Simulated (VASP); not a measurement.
Input of a VASP 6.6.1 run:

File INCAR:

```
PREC = Accurate
ENCUT = 520
EDIFF = 1E-6
ISMEAR = -1
SIGMA = 0.05
LREAL = Auto
LASPH = T
NELM = 60
ALGO = Normal
ISIF = 2
LWAVE = F
LCHARG = F
NBANDS = 92
```

KPOINTS

```
regular mesh
0
Gamma
  2 2 1
```

The input POSCAR:

```
Cd9O8
1.0
    6.6892300000      0.0000000000      0.0000000000
    3.3446150000      5.7930430000      0.0000000000
    0.0000000000      0.0000000000     15.0963000000
Cd O
9 8
Direct
    0.0000000000      0.0000000000      0.0662413969
    0.0000007345      0.4999962887      0.0662413969
    0.4999977576      0.0000000000      0.0662413969
    0.4999984921      0.4999962887      0.0662413969
    0.6261282702      0.7332933659      0.3351019786
    0.6144361588      0.2513877422      0.2573345787
    0.1939639928      0.7208991889      0.2897928632
    0.0908883537      0.3310177397      0.2435033750
    0.2664906526      0.3551328723      0.4232957745
    0.3364381322      0.8483451616      0.1256400575
    0.3677833291      0.3672508559      0.1654445129
    0.8528088524      0.8376944552      0.1249378987
    0.8455022418      0.3351779022      0.0980041467
   -0.0258731040      0.6146510564      0.3606247889
   -0.0189503935      0.1080433893      0.2848578791
    0.4624022532      0.5301013647      0.3810668839
    0.4752506915      1.0880292102      0.3404741559
```

Potentials or basis: VASP PAW LDA potentials, release 64 (Cd, O).

Launch:

```console
$ cat potpaw_LDA.64/Cd/POTCAR potpaw_LDA.64/O/POTCAR > POTCAR
$ mpirun -np 1 vasp_std > vasp.out
```

Question: Predict the largest force.

Answer: 4.183 eV/Å.

Question: Predict the band gap on the k mesh.

Answer: 0.44 eV.

Forces in eV/Å, atoms in the order of the input:
```
Cd   0.965 -1.024  0.045
Cd   3.743  1.680 -0.813
Cd   1.139  1.253  0.455
Cd  -1.331  0.781 -0.280
Cd  -0.805 -0.320  0.805
Cd   2.652 -1.332  1.823
Cd  -0.302  2.291 -0.804
Cd   0.335 -0.837  0.296
Cd   0.520 -0.021  0.230
O   -0.438 -0.834 -0.113
O   -2.455  0.412 -0.622
O   -1.727 -0.822  0.004
O   -1.628 -0.231  0.845
O   -0.114 -0.426 -0.718
O   -0.679 -0.430 -0.273
O    0.738  0.063 -0.627
O   -0.617 -0.204 -0.251
```

Caveat: the k points lie up to 0.54 Å⁻¹ apart.
